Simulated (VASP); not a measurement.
A run of VASP 6.6.1:

File INCAR:

```
SYSTEM = Os
ALGO = Normal ; EDIFF = 1E-7
EDIFFG = -0.02 ; ENCUT = 600
GGA = PS ; GGA_COMPAT = .FALSE.
IBRION = 2 ; ISIF = 8
ISMEAR = -1 ; LASPH = .TRUE.
LCHARG = .FALSE. ; LREAL = .FALSE.
LWAVE = .FALSE. ; NELM = 120
NELMIN = 4 ; NSW = 80
PREC = Accurate ; SIGMA = 0.05
```

KPOINTS

```
k-points
0
G
  8 8 8
  0 0 0
```

Contents of POSCAR:

```
Os
1.0
    0.0000000000      1.9100000000      1.9100000000
    1.9100000000      0.0000000000      1.9100000000
    1.9100000000      1.9100000000      0.0000000000
Os
1
Direct
    0.0000000000      0.0000000000      0.0000000000
```

Potentials or basis: VASP PAW PBE potentials, release 64 (Os).

Command:

```sh
$ cat potpaw_PBE.64/Os/POTCAR > POTCAR
$ mpirun -np 1 vasp_std > vasp.out
```

Hardware: 1 thread of Intel(R) Xeon(R) Platinum 8488C (Sapphire Rapids), with other jobs on the host.

Task: Estimate the wall time of this run.

Result: Wall time 7.6 s on 1 thread of Intel(R) Xeon(R) Platinum 8488C (Sapphire Rapids) (shared host), peak memory 0.14 GiB. Counts: scf iterations 26, k points 29, ion steps 3.
